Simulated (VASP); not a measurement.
Hf: single point with LDA

The system is Hf.

```
Hf
1.0
     0.00000    2.12545    2.28894
     2.12545    0.00000    2.28894
     2.12545    2.12545    0.00000
Hf
1
Direct
  0.00000 0.00000 0.00000
```

This cell differs from its parent crystal: strain +e along x and -e along y +0.0000, strain +e along z and -e/2 along x and y +0.0500.

```yaml
Program: VASP 6.6.1
Task: single point
Functional: LDA
Potentials_or_basis: VASP PAW LDA potentials, release 64 (Hf_pv)
Cutoff: 520 eV
k_mesh: 18 × 18 × 18
Occupations: gaussian, width 0.15 eV
Spin: no spin polarisation
```

```yaml
Pressure: 0.2 GPa
Band_gap_on_the_k_mesh: zero (band 5 reaches 6.15 eV, above the bottom of band 6 at 4.46 eV)
```

Stress tensor (GPa, compression positive):
```
 1.52  0.00  0.00
 0.00  1.52  0.00
 0.00  0.00 -2.33
```

Levels at points of the mesh, in eV from the Fermi level:
| k point | band 1 | band 2 | band 3 | band 4 | band 5 | band 6 | band 7 | band 8 | band 9 | band 10 |
| --- | --- | --- | --- | --- | --- | --- | --- | --- | --- | --- |
| (0.00, 0.00, 0.00) | -29.58 | -29.56 | -29.56 | -7.39 | 0.77 | 1.73 | 1.73 | 3.63 | 5.09 | 11.78 |
| (0.50, 0.00, 0.00) | -30.65 | -29.76 | -29.64 | -3.84 | 0.63 | 1.05 | 1.63 | 6.51 | 7.02 | 10.44 |
| (0.50, 0.50, 0.00) | -30.55 | -29.86 | -29.86 | -3.68 | -2.32 | 2.33 | 6.90 | 7.46 | 7.46 | 11.36 |
| (0.50, 0.00, 0.50) | -30.59 | -30.08 | -29.91 | -3.55 | -2.46 | 3.56 | 6.58 | 6.90 | 8.06 | 9.92 |

Run time: 49 s on 1 thread of Intel(R) Xeon(R) Platinum 8375C CPU @ 2.90GHz (Ice Lake), on a shared host, peak memory 0.22 GiB.

Caveat: the cell differs from its parent crystal (strain +e along x and -e along y +0.0000, strain +e along z and -e/2 along x and y +0.0500); spin-orbit coupling is left out, which moves the levels of the heavy elements.
